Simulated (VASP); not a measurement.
## CdSe: single point with PBE

The system is CdSe.

```
Cd Se
1.0
     4.40596    0.00000    0.00000
    -2.20298    3.81568    0.00000
     0.00000    0.00000    7.01520
Cd Se
2 2
Direct
  0.66667 0.33333 0.00000
  0.33333 0.66667 0.50000
  0.66667 0.33333 0.37500
  0.33333 0.66667 0.87500
```

This cell differs from its parent crystal: strain +0.025 along x and y, +0.000 along z.

```json
{
  "Program": "VASP 6.6.1",
  "Task": "single point",
  "Functional": "PBE",
  "Potentials or basis": "VASP PAW PBE potentials, release 64 (Cd, Se)",
  "Cutoff": "520 eV",
  "k mesh": "6 × 6 × 4",
  "Occupations": "gaussian, width 0.05 eV",
  "Spin": "no spin polarisation"
}
```

```
Pressure               : 0.7 GPa
Largest force          : 0.196 eV/Å
Band gap on the k mesh : 0.58 eV, direct
```

Forces on the atoms (eV/Å):
```
Cd   0.000  0.000 -0.196
Cd   0.000  0.000 -0.196
Se   0.000  0.000  0.196
Se   0.000  0.000  0.196
```

Stress tensor (GPa, compression positive):
```
0.00 0.00 0.00
0.00 0.00 0.00
0.00 0.00 2.23
```

Levels at points of the mesh, in eV from the valence-band top:
| k point | band 14 | band 15 | band 16 | band 17 | band 18 | band 19 | band 20 | band 21 | band 22 | band 23 |
| --- | --- | --- | --- | --- | --- | --- | --- | --- | --- | --- |
| (0.00, 0.00, 0.00) | -0.77 | -0.77 | 0.00 | 0.00 | 0.00 | 0.58 | 2.07 | 5.77 | 5.77 | 6.38 |
| (0.50, 0.00, 0.00) | -3.39 | -2.47 | -1.75 | -1.22 | -0.65 | 3.16 | 3.26 | 4.88 | 6.13 | 6.38 |
| (0.00, 0.00, 0.50) | -2.52 | -0.40 | -0.40 | -0.40 | -0.40 | 2.28 | 2.28 | 5.87 | 5.87 | 6.17 |
| (0.50, 0.00, 0.50) | -3.96 | -1.24 | -1.24 | -1.20 | -1.20 | 2.95 | 2.95 | 4.89 | 4.89 | 7.60 |

Run time: 28 s on 1 thread of Intel(R) Xeon(R) 6975P-C (Granite Rapids), with other jobs on the host, peak memory 0.27 GiB.

Caveat: the cell differs from its parent crystal (strain +0.025 along x and y, +0.000 along z).
